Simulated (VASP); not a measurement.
Crystal: ZnO (zincite).

```
CELL_PARAMETERS angstrom
3.24931 0.00000 0.00000
-1.62465 2.81398 0.00000
0.00000 0.00000 5.20571
ATOMIC_POSITIONS crystal
Zn 0.33333 0.66667 0.49909
Zn 0.66667 0.33333 0.99909
O 0.66667 0.33333 0.37992
O 0.33333 0.66667 0.87992
```

Base run:

| Property | Result |
| --- | --- |
| Program | VASP 6.6.1 |
| Functional | r2SCAN |
| Potentials or basis | VASP PAW PBE potentials, release 64 (Zn, O) |
| Cutoff | 580 eV |
| k mesh | 8 × 8 × 5 |
| Occupations | fermi-dirac, width 0.02 eV |
| Spin | no spin polarisation |

Its results: band gap on the k mesh 1.23 eV, direct; pressure -0.4 GPa.

Problem. After a change of settings the same cell gave: band gap on the k mesh 0.74 eV, direct; pressure -6.0 GPa. Which change was it?
A. functional from r2SCAN to PBEsol; cutoff from 580 eV to 520 eV
B. functional from r2SCAN to LDA; potentials or basis from VASP PAW PBE potentials, release 64 (Zn, O) to VASP PAW LDA potentials, release 64 (Zn, O); cutoff from 580 eV to 520 eV
C. functional from r2SCAN to PBEsol; cutoff from 580 eV to 600 eV; further incar settings from ALGO = Normal; EDIFF = 1e-08; NBANDS = 26 to ALGO = Normal; EDIFF = 1e-06; NBANDS = 26

Solution. B.

Caveats: the PAW data sets were made with another functional, which shifts forces and pressure a little (some runs).
